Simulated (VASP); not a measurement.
A run of VASP 6.6.1:

The input INCAR:

```
SYSTEM = Ir
PREC = Accurate ; ENCUT = 520
EDIFF = 1E-7 ; ISMEAR = 0
SIGMA = 0.15 ; LREAL = .False.
LASPH = .True. ; NELM = 150
ALGO = Normal ; ISIF = 2
LWAVE = .False. ; LCHARG = .False.
ISPIN = 2 ; MAGMOM = 0.3 0.3
LORBIT = 11 ; NUPDOWN = 0.6
LMAXMIX = 4 ; GGA = PS
NBANDS = 20
```

The input KPOINTS:

```
Automatic mesh
0
Gamma
  21 21 12
  0 0 0
```

POSCAR

```
Ir
1.0
    2.6053845842      0.0000000000      0.0000000000
   -1.3026922921      2.2563292365      0.0000000000
    0.0000000000      0.0000000000      4.2241311110
Ir
2
Direct
    0.6666666667      0.3333333333      0.7500000000
    0.3333333333      0.6666666667      0.2500000000
```

Potentials or basis: VASP PAW PBE potentials, release 64 (Ir).

Command:

```console
$ cat potpaw_PBE.64/Ir/POTCAR > POTCAR
$ mpirun -np 1 vasp_std > vasp.out
```

Hardware: 1 thread of Oxide Virtual Turin-like Processor, on a shared host.

Problem. How long does it take, and how much memory?

Solution. Run time: 6.9 min on 1 thread of Oxide Virtual Turin-like Processor (shared host), peak memory 0.29 GiB. Counts: scf iterations 14, k points 336.
